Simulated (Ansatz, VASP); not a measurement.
AgCl in VASP and in Ansatz

```
Ag Cl
1.0
     3.43397   -0.01717   -0.01717
    -0.01717    3.43397   -0.01717
    -0.01717   -0.01717    3.43397
Ag Cl
1 1
Direct
  0.00000 0.00000 0.00000
  0.50000 0.50000 0.50000
```

Change from the starting cell: equal xy, yz and zx shear strains of -1 %.

Alike in both runs: task single point; functional PBE; k mesh 9 × 9 × 9; occupations fermi-dirac, width 0.01 eV; no spin polarisation.

```csv
,VASP,Ansatz
version,VASP 6.6.1,Ansatz 0.2.0
potentials or method,"VASP PAW PBE potentials, release 64 (Ag, Cl), cutoff 520 eV","all-electron LAPW, scalar-relativistic"
```

VASP gave:

```
gap on the k mesh at the Fermi level (eV)                     : 0.58
pressure (GPa)                                                : -0.3
traceless stress, the component that is largest in VASP (GPa) : -0.12
```

Task: Which values does Ansatz return?

Result: gap on the k mesh at the Fermi level (eV): 0.58; pressure (GPa): -0.1; traceless stress, the component that is largest in VASP (GPa): -0.12.

Ansatz ran all-electron here, and VASP with PAW potentials.
